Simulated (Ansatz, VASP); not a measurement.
**Two plane-wave programs on Ga3Se**

INCAR

```
PREC = Accurate
ENCUT = 520
EDIFF = 1E-6
ISMEAR = -1
SIGMA = 0.05
LREAL = False
LASPH = True
NELM = 100
ALGO = Normal
ISIF = 2
LWAVE = False
LCHARG = True
GGA = PE
LELF = True
LVHAR = True
NBANDS = 30
```

KPOINTS

```
Automatic mesh
0
Gamma
  5 5 5
```

File POSCAR:

```
Ga3Se
1.0
    4.2551664000      0.0000000000      0.0000000000
    0.0000000000      4.2551664000      0.0000000000
    0.0000000000      0.0000000000      4.4324650000
Se Ga
1 3
Direct
    0.0000000000      0.0000000000      0.0000000000
    0.5000000000      0.5000000000      0.0000000000
    0.5000000000      0.0000000000      0.5000000000
    0.0000000000      0.5000000000      0.5000000000
```

File input.yaml:

```yaml
crystal:
  lattice:
    - [4.2551664, 0.0, 0.0]
    - [0.0, 4.2551664, 0.0]
    - [0.0, 0.0, 4.432465]
  atoms:
    - { symbol: Se, position: [0.0, 0.0, 0.0] }
    - { symbol: Ga, position: [0.5, 0.5, 0.0] }
    - { symbol: Ga, position: [0.5, 0.0, 0.5] }
    - { symbol: Ga, position: [0.0, 0.5, 0.5] }
hamiltonian:
  xc: pbe
  pseudopotentials: { kind: paw }
kpoints:
  mp_grid: { grid: [5, 5, 5] }
  band_path:
    path:
      - [[0.0, 0.0, 0.0], [0.0, 0.5, 0.0], [0.5, 0.5, 0.0], [0.0, 0.0, 0.0], [0.0, 0.0, 0.5], [0.0, 0.5, 0.5], [0.5, 0.5, 0.5], [0.0, 0.0, 0.5]]
      - [[0.0, 0.5, 0.0], [0.0, 0.5, 0.5]]
      - [[0.5, 0.5, 0.0], [0.5, 0.5, 0.5]]
    npoints: 14
scf:
  occupations: { method: fermi_dirac, width: 0.05 }
  n_extra_bands: 10
output:
  forces: true
  stress: true
  eigenvalues: true
  fatbands: true
```

Alike in both runs: functional PBE; k mesh 5 × 5 × 5; occupations fermi-dirac, width 0.05 eV; no spin polarisation.

```csv
,VASP,Ansatz
version,VASP 6.6.1,Ansatz 0.2.0
potentials or method,"VASP PAW PBE potentials, release 64 (Se, Ga_d)",Ansatz PAW
plane-wave cutoff (eV),520,420
valence electrons in the cell,45,55
task,single point,band structure
```

|  | VASP | Ansatz | Ansatz less VASP |
| --- | --- | --- | --- |
| gap on the k mesh at the Fermi level (eV) | none | none | - |
| pressure (GPa) | 3.6 | 3.5 | -0.07 |
| traceless stress, the component that is largest in VASP (GPa) | 1.08 | 1.09 | +0.006 |

A gap of «none» marks a metal or a gap that the smearing closes. With one functional, cell and mesh, what is left measures potentials, basis and numerics. VASP's potentials hold 45 valence electrons a cell and Ansatz's 55, so a difference there can come from the potentials and not from the codes.
